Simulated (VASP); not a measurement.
# Au (P-3m1) in VASP: single point with PBEsol

Aim: the single point of Au with PBEsol.

Everything below comes from runs of VASP 6.6.1. Logs are shortened: lines on timing, memory, paths and dates and some standing lists are left out, and cuts for length are marked.

### Step 1. The cell of the first run

It takes space group P-3m1 (No. 164, trigonal). Conventional cell: a = 2.888 Å, b = 2.888 Å, c = 16.147 Å, α = 90.00°, β = 90.00°, γ = 120.00°. Au (site symmetry 3m) has 9 Au at 2.89 Å within 3.8 Å. Au (site symmetry 3m) has 12 Au at 2.89 Å within 3.8 Å. Within 3.8 Å of Au (site symmetry 3m) lie 12 Au at 2.89 Å.

### Step 2. Single point, PBEsol (the distance across one plane changed)

INCAR reads:

```
SYSTEM = Au
  PREC = Accurate
  ENCUT = 520
  EDIFF = 1E-7
  ISMEAR = 0
  SIGMA = 0.15
  LREAL = .False.
  LASPH = .True.
  NELM = 80
  ALGO = Fast
  ISIF = 2
  LWAVE = .False.
  LCHARG = .True.
  GGA = PS
  LELF = .True.
  LVHAR = .True.
  NBANDS = 42
```

KPOINTS reads:

```
Automatic mesh
0
Gamma
  23 23 5
  0 0 0
```

POSCAR reads:

```
Au
1.0
    2.0419343853     -2.0419343853      0.0000000000
    2.0419343853      0.0000000000     -2.0419343853
    9.3224380798      9.3224380798      9.3224380798
Au
6
Direct
    0.6666666667      0.6666666667      0.0729968556
    0.0000000000      0.0000000000      0.8031114343
    0.3333333333      0.3333333333      0.2190197713
    0.6666666667      0.6666666667      0.5110656028
    0.0000000000      0.0000000000      0.3650426871
    0.3333333333      0.3333333333      0.6570885185
```

Potentials or basis: VASP PAW PBE potentials, release 64 (Au).

Run with:

```console
cat potpaw_PBE.64/Au/POTCAR > POTCAR
mpirun -np 1 vasp_std > vasp.out
```

OUTCAR:

```text
SYSTEM = Au
   PREC = Accurate
   ENCUT = 520
   EDIFF = 1E-7
   ISMEAR = 0
   LREAL = .False.
   LASPH = .True.
   NELM = 80
   ISIF = 2
   GGA = PS

 ion  position               nearest neighbor table
   1  0.667  0.667  0.073-   3 2.89   3 2.89   3 2.89
   2  0.000  0.000  0.803-   6 2.89   6 2.89   6 2.89
   3  0.333  0.333  0.219-   1 2.89   1 2.89   1 2.89   5 2.89   5 2.89   5 2.89
   4  0.667  0.667  0.511-   6 2.89   6 2.89   5 2.89   5 2.89   5 2.89   6 2.89
   5  0.000  0.000  0.365-   4 2.89   4 2.89   4 2.89   3 2.89   3 2.89   3 2.89
   6  0.333  0.333  0.657-   4 2.89   4 2.89   4 2.89   2 2.89   2 2.89   2 2.89

  LATTYP: Found a hexagonal cell.
 ALAT       =     2.8877313012
 C/A-ratio  =     5.5915646993

  Lattice vectors:

 A1 = (  -2.0419343853,   0.0000000000,   2.0419343853)
 A2 = (   2.0419343853,  -2.0419343853,   0.0000000000)
 A3 = (   9.3224380798,   9.3224380798,   9.3224380798)

Analysis of symmetry for initial positions (statically):
=====================================================================
 Subroutine PRICEL returns:
 Original cell was already a primitive cell.

 Routine SETGRP: Setting up the symmetry group for a
 hexagonal supercell.

 Subroutine GETGRP returns: Found 12 space group operations
 (whereof  6 operations were pure point group operations)
 out of a pool of 24 trial point group operations.

The static configuration has the point symmetry C_3v.
 The point group associated with its full space group is D_3d.

Analysis of symmetry for dynamics (positions and initial velocities):
=====================================================================
 Subroutine PRICEL returns:
 Original cell was already a primitive cell.

 Routine SETGRP: Setting up the symmetry group for a
 hexagonal supercell.

 Subroutine GETGRP returns: Found 12 space group operations
 (whereof  6 operations were pure point group operations)
 out of a pool of 24 trial point group operations.

The dynamic configuration has the point symmetry C_3v.
 The point group associated with its full space group is D_3d.

 Subroutine INISYM returns: Found 12 space group operations
 (whereof  6 operations are pure point group operations),
 and found     1 'primitive' translations

----------------------------------------------------------------------------------------

                                     Primitive cell
[... 101 lines left out ...]
   EDIFFG = 0.1E-05   stopping-criterion for IOM
   NSW    =      0    number of steps for IOM
   IBRION =     -1    ionic relax: 0-MD 1-quasi-New 2-CG
   NFREE  =      0    steps in history (QN), initial steepest desc. (CG)
   ISIF   =      2    stress and relaxation
   ISYM   =      2    0-nonsym 1-usesym 2-fastsym
   POTIM  = 0.5000    time-step for ionic-motion
   TEBEG  =    0.0;   TEEND  =   0.0 temperature during run
   PSTRESS=    0.0 pullay stress
   NELECT =      66.0000    total number of electrons
   NUPDOWN=      -1.0000    fix difference up-down
   EMIN   =  10.00;   EMAX   =-10.00  energy-range for DOS
   EFERMI =   0.00;   METHOD = LEGACY
   ISMEAR =     0;   SIGMA  =   0.15  broadening in eV -4-tet -1-fermi 0-gaus
   EFERMI_NEDOS =   21; number of points for ismear=-14 and -15
   IALGO  =     68    algorithm
   IMIX   =      4    mixing-type and parameters
     AMIX     =   0.40;   BMIX     =  1.00
     AMIX_MAG =   1.60;   BMIX_MAG =  1.00
  volume/ion in A,a.u.               =      19.43       131.15
  Fermi-wavevector in a.u.,A,eV,Ry     =   1.354185  2.559039 24.950599  1.833817
  Thomas-Fermi vector in A             =   2.481378
   LORBIT       =      0    0 simple, 1 ext, 2 COOP (PROOUT), +10 PAW based schemes
   GGA     = PS    functional components
   LHFCALC =     F    Hartree Fock is set to
   AEXX    =    0.0000 exact exchange contribution
   IVDW    =     0    specifies the selected vdW correction
   LEPSILON=     F    determine dielectric tensor
   LRPA    =     F    only Hartree local field effects (RPA)
 non-spin polarized calculation
 RMM-DIIS sequential band-by-band and
 Gauss-broadening in eV      SIGMA  =   0.15
  energy-cutoff  :      520.00
  volume of cell :      116.61
 maximum number of plane-waves:      3193
 NGX is ok and might be reduce to    24
   NGX = 11   NGY = 11   NGZ = 61

 number of electron      66.0000009 magnetization

 Free energy of the ion-electron system (eV)
  ---------------------------------------------------
  ext. energy  EPLUGINS =         0.00000000
  ---------------------------------------------------
  free energy    TOTEN  =       -22.72277046 eV

  energy without entropy =      -22.70328671  energy(sigma->0) =      -22.71302858

 E-fermi :   7.4499     XC(G=0): -11.8733

 val. band max:        7.4354502653   @ k =   0.3043   0.0870   0.2000
 cond. band min:       7.4539964592   @ k =   0.0870   0.0435  -0.0000
 fundamental gap:      0.0185461938
 Fermi energy:         7.4499205399

 k-point     1 :       0.0000    0.0000    0.0000
  band No.  band energies     occupation
      1      -2.2928      2.00000
      2      -1.6336      2.00000
      3      -0.8131      2.00000
      4      -0.0973      2.00000
      5       0.2481      2.00000
      6       0.2506      2.00000
[... 1069 lines left out ...]
     41      18.8522      0.00000
     42      21.4405      0.00000

 [... further k-points ...]

------------------------ aborting loop because EDIFF is reached ----------------------------------------

  FORCE on cell =-STRESS in cart. coord.  units (eV):
  Direction    XX          YY          ZZ          XY          YZ          ZX
  --------------------------------------------------------------------------------------
  -------------------------------------------------------------------------------------
  Total       -2.3444576     -2.3444576     -2.3444576      0.8557741      0.8557741      0.8557741
  in kB      -32.2120704    -32.2120704    -32.2120704     11.7580524     11.7580524     11.7580524
  external PRESSURE =     -32.2120704 kB  Pullay stress =       0.0000000 kB

 VOLUME and BASIS-vectors are now :
 -----------------------------------------------------------------------------
  energy-cutoff  :      520.00
  volume of cell :      116.61
      direct lattice vectors                 reciprocal lattice vectors
     2.041934385 -2.041934385  0.000000000     0.163243900 -0.326487801  0.163243900
     2.041934385  0.000000000 -2.041934385     0.163243900  0.163243900 -0.326487801
     9.322438080  9.322438080  9.322438080     0.035756025  0.035756025  0.035756025

 POSITION                                       TOTAL-FORCE (eV/Angst)
 -----------------------------------------------------------------------------------
      3.40309     -0.68078     -0.68078        -0.096809     -0.096809     -0.096809
      7.48696      7.48696      7.48696         0.096809      0.096809      0.096809
      3.40309      1.36115      1.36115         0.058498      0.058498      0.058498
      7.48696      3.40309      3.40309         0.022809      0.022809      0.022809
      3.40309      3.40309      3.40309        -0.022809     -0.022809     -0.022809
      7.48696      5.44502      5.44502        -0.058498     -0.058498     -0.058498
 -----------------------------------------------------------------------------------
    total drift:                               -0.000023     -0.000023     -0.000023

  FREE ENERGIE OF THE ION-ELECTRON SYSTEM (eV)
  ---------------------------------------------------
  free  energy   TOTEN  =       -22.7227704563 eV

  energy  without entropy=      -22.7032867078  energy(sigma->0) =      -22.71302858
```

OSZICAR:

```text
N       E                     dE             d eps       ncg     rms          rms(c)
DAV:   1     0.437496258517E+03    0.43750E+03   -0.33935E+04 21504   0.151E+03
DAV:   2    -0.122973765375E+02   -0.44979E+03   -0.42441E+03 23254   0.334E+02
DAV:   3    -0.245918775368E+02   -0.12295E+02   -0.12061E+02 24622   0.540E+01
DAV:   4    -0.247275763180E+02   -0.13570E+00   -0.13537E+00 23994   0.543E+00
DAV:   5    -0.247297542901E+02   -0.21780E-02   -0.21772E-02 24158   0.740E-01    0.214E+01
RMM:   6    -0.228892999413E+02    0.18405E+01   -0.46266E+00 22371   0.112E+01    0.140E+01
RMM:   7    -0.232086647335E+02   -0.31936E+00   -0.14295E+00 23322   0.510E+00    0.621E+00
RMM:   8    -0.228441071715E+02    0.36456E+00   -0.66153E-01 24182   0.321E+00    0.327E+00
RMM:   9    -0.227244255307E+02    0.11968E+00   -0.86442E-02 22261   0.149E+00    0.538E-01
RMM:  10    -0.227227532672E+02    0.16723E-02   -0.43790E-03 23056   0.321E-01    0.126E-01
RMM:  11    -0.227227666738E+02   -0.13407E-04   -0.42747E-04 23696   0.101E-01    0.778E-02
RMM:  12    -0.227227727376E+02   -0.60637E-05   -0.71437E-05 23880   0.431E-02    0.127E-02
RMM:  13    -0.227227708493E+02    0.18883E-05   -0.13697E-05 24016   0.162E-02    0.879E-03
RMM:  14    -0.227227703835E+02    0.46575E-06   -0.40880E-06 23519   0.900E-03    0.235E-03
RMM:  15    -0.227227704658E+02   -0.82280E-07   -0.10091E-06 22256   0.441E-03    0.164E-03
RMM:  16    -0.227227704563E+02    0.94860E-08   -0.23871E-07 15722   0.200E-03
   1 F= -.22722770E+02 E0= -.22713029E+02  d E =-.194837E-01
```

Wall time 11 min (1 thread of Intel Xeon 6975P-C (Granite Rapids), shared host); peak memory 0.89 GiB.

What came out:

| Quantity | Value |
| --- | --- |
| Free energy | -22.7228 eV |
| Pressure | -3.2 GPa |
| Largest force | 0.168 eV/Å |
| Band gap on the k mesh | zero (bands 33 and 34 overlap by 5.07 eV) |

Forces in eV/Å, atoms in the order of the input:
```
Au  -0.097 -0.097 -0.097
Au   0.097  0.097  0.097
Au   0.058  0.058  0.058
Au   0.023  0.023  0.023
Au  -0.023 -0.023 -0.023
Au  -0.058 -0.058 -0.058
```

Caveat: the cell differs from its parent crystal (the distance across one plane changed); the cell stands under tension; the PAW data sets were made with another functional, which shifts forces and pressure a little; spin-orbit coupling is left out, which moves the levels of the heavy elements.
